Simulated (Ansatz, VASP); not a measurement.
TiO2 in VASP and in Ansatz

```
Ti O
1.0
     5.67630   -1.89210   -4.75730
    -1.89210    5.67630   -4.75730
     7.56840    7.56840    0.00000
Ti O
16 32
Direct
  0.00000 0.00000 0.00000
  0.50000 0.50000 0.00000
  0.75000 0.25000 0.25000
  0.25000 0.75000 0.25000
  0.50000 0.50000 0.50000
  0.00000 0.00000 0.50000
  0.25000 0.75000 0.75000
  0.75000 0.25000 0.75000
  0.62500 0.87500 0.25000
  0.12500 0.37500 0.25000
  0.37500 0.12500 0.50000
  0.87500 0.62500 0.50000
  0.12500 0.37500 0.75000
  0.62500 0.87500 0.75000
  0.87500 0.62500 0.00000
  0.37500 0.12500 0.00000
  0.79190 0.79190 0.10405
  0.29190 0.29190 0.10405
  0.54190 0.04190 0.35405
  0.04190 0.54190 0.35405
  0.29190 0.29190 0.60405
  0.79190 0.79190 0.60405
  0.04190 0.54190 0.85405
  0.54190 0.04190 0.85405
  0.41690 0.66690 0.35405
  0.91690 0.16690 0.35405
  0.16690 0.91690 0.60405
  0.66690 0.41690 0.60405
  0.91690 0.16690 0.85405
  0.41690 0.66690 0.85405
  0.66690 0.41690 0.10405
  0.16690 0.91690 0.10405
  0.83310 0.08310 0.14595
  0.33310 0.58310 0.14595
  0.58310 0.33310 0.39595
  0.08310 0.83310 0.39595
  0.33310 0.58310 0.64595
  0.83310 0.08310 0.64595
  0.08310 0.83310 0.89595
  0.58310 0.33310 0.89595
  0.20810 0.20810 0.39595
  0.70810 0.70810 0.39595
  0.95810 0.45810 0.64595
  0.45810 0.95810 0.64595
  0.70810 0.70810 0.89595
  0.20810 0.20810 0.89595
  0.45810 0.95810 0.14595
  0.95810 0.45810 0.14595
```

Alike in both runs: task single point; functional PBE; k mesh 2 × 2 × 1; occupations gaussian, width 0.05 eV; no spin polarisation.

```csv
,VASP,Ansatz
version,VASP 6.6.1,Ansatz 0.2.0
potentials or method,"VASP PAW PBE potentials, release 64 (Ti_sv, O), cutoff 520 eV","scalar-relativistic, plane waves, PAW"
valence electrons in the cell,384,384
```

```tsv
	VASP	Ansatz	Ansatz less VASP
gap on the k mesh at the Fermi level (eV)	2.14	2.16	+0.024
rms of the force components (eV/Å)	0.054	0.044	-0.0099
```

Atom by atom the forces differ by 0.010 eV/Å (rms over components). With one functional, cell and mesh, what is left measures potentials, basis and numerics.

The k mesh is coarse, so the values compare programs but aren't converged.
